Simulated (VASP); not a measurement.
Write the native input for VASP 6.6.1 that does the following.

- Task: single point
- Functional: LDA
- Potentials or basis: VASP PAW LDA potentials, release 64 (Mo_sv, Rh_pv)
- Cutoff: 520 eV
- k mesh: 9 × 9 × 5
- Occupations: fermi-dirac, width 0.15 eV
- Spin: no spin polarisation
- Dipole correction: no
- Further INCAR settings: ALGO = Normal; EDIFF = 1e-06; NBANDS = 22

The structure of MoRh lies in POSCAR:

```
MoRh
1.0
    2.8856699000      0.0000000000      0.0000000000
   -1.4428344339      2.4990634480      0.0000000000
    0.0000000000      0.0000000000      4.5806057191
Mo Rh
1 1
Direct
    0.0000000000      0.0000000000      0.5000000000
    0.3333333333      0.6666666667      0.0000000000
```

One way to write it, as run:

INCAR

```
SYSTEM = MoRh
  ALGO = Normal
  EDIFF = 1E-6
  ENCUT = 520
  ISIF = 2
  ISMEAR = -1
  LASPH = .TRUE.
  LCHARG = .TRUE.
  LELF = .TRUE.
  LREAL = .FALSE.
  LVHAR = .TRUE.
  LWAVE = .FALSE.
  NBANDS = 22
  NELM = 60
  PREC = Accurate
  SIGMA = 0.15
```

KPOINTS

```
k-points
0
G
  9 9 5
  0 0 0
```

Potentials or basis: VASP PAW LDA potentials, release 64 (Mo_sv, Rh_pv).

Launch:

```sh
$ cat potpaw_LDA.64/Mo_sv/POTCAR potpaw_LDA.64/Rh_pv/POTCAR > POTCAR
$ mpirun -np 1 vasp_std > vasp.out
```

Results of the run:

```
Pressure : -33.0 GPa
```

Wall time 34 s on 1 thread of Intel Xeon 8259CL (shared host), peak memory 0.15 GiB.
